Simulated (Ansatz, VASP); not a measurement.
BAs: VASP beside Ansatz

```
CELL_PARAMETERS angstrom
2.95063 0.00000 0.00000
0.00000 2.95063 0.00000
0.00000 0.00000 2.95063
ATOMIC_POSITIONS crystal
B 0.50000 0.50000 0.50000
As 0.00000 0.00000 0.00000
```

Change from the starting cell: species swapped into the HfRh type (Pm-3m, No. 221).

Alike in both runs: functional PBE; k mesh 6 × 6 × 6; occupations gaussian, width 0.2 eV; no spin polarisation.

Ansatz relaxed the structure, and its values are those at the end. VASP's run is a single point on that final structure, the one shown.

|  | VASP | Ansatz |
| --- | --- | --- |
| version | VASP 6.6.1 | Ansatz 0.2.0 |
| potentials or method | VASP PAW PBE potentials, release 64 (B, As), cutoff 500 eV | scalar-relativistic, plane waves, PAW |
| valence electrons in the cell | 8 | 18 |

Ansatz gave:

| Property | Result |
| --- | --- |
| gap on the k mesh at the Fermi level (eV) | none |
| pressure (GPa) | -0.5 |

**Question.** What did VASP give for the same quantities?

**Answer.** gap on the k mesh at the Fermi level (eV): none; pressure (GPa): -0.3.

A gap of «none» marks a metal or a gap that the smearing closes. VASP's potentials hold 8 valence electrons a cell and Ansatz's 18, so a difference there can come from the potentials and not from the codes.
